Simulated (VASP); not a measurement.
Wanted: the native input for a VASP 6.6.1 run.

```yaml
Task: single point
Functional: LDA
Potentials_or_basis: VASP PAW LDA potentials, release 64 (Nb_sv, B)
Cutoff: 520 eV
k_mesh: 18 × 18 × 14
Occupations: gaussian, width 0.15 eV
Spin: no spin polarisation
Dipole_correction: no
Further_INCAR_settings: ALGO = Normal; EDIFF = 1e-06; NBANDS = 16
```

The structure of NbB2 lies in POSCAR:

```
NbB2
1.0
    2.9951814504      0.0000000000      0.0000000000
   -1.4975907252      2.5939032250      0.0000000000
    0.0000000000      0.0000000000      3.1992886370
Nb B
1 2
Direct
    0.0000000000      0.0000000000      0.0000000000
    0.3333333333      0.6666666667      0.5000000000
    0.6666666667      0.3333333333      0.5000000000
```

This cell differs from its parent crystal: strain -0.025 along x and y, -0.025 along z.

One way to write it, as run:

INCAR

```
PREC     = Accurate       # precision mode
ENCUT    = 520            # plane-wave cutoff, eV
EDIFF    = 1E-6           # SCF threshold, eV
ISMEAR   = 0              # smearing method
SIGMA    = 0.15           # smearing width, eV
LREAL    = False          # projectors in reciprocal space
LASPH    = True           # aspherical terms in the spheres
NELM     = 60             # most SCF steps
ALGO     = Normal         # electronic algorithm
ISIF     = 2              # what is computed and relaxed
LWAVE    = False          # write WAVECAR
LCHARG   = False          # write CHGCAR
NBANDS   = 16             # bands
```

KPOINTS

```
regular mesh
0
Gamma
  18 18 14
```

Potentials or basis: VASP PAW LDA potentials, release 64 (Nb_sv, B).

Launch:

```console
$ cat potpaw_LDA.64/Nb_sv/POTCAR potpaw_LDA.64/B/POTCAR > POTCAR
$ mpirun -np 1 vasp_std > vasp.out
```

It gave:

```
Pressure : 27.9 GPa
```

Caveat: the cell differs from its parent crystal (strain -0.025 along x and y, -0.025 along z).

It took 31 s on 1 thread of Intel(R) Xeon(R) 6975P-C (Granite Rapids), on a shared host, peak memory 0.22 GiB.
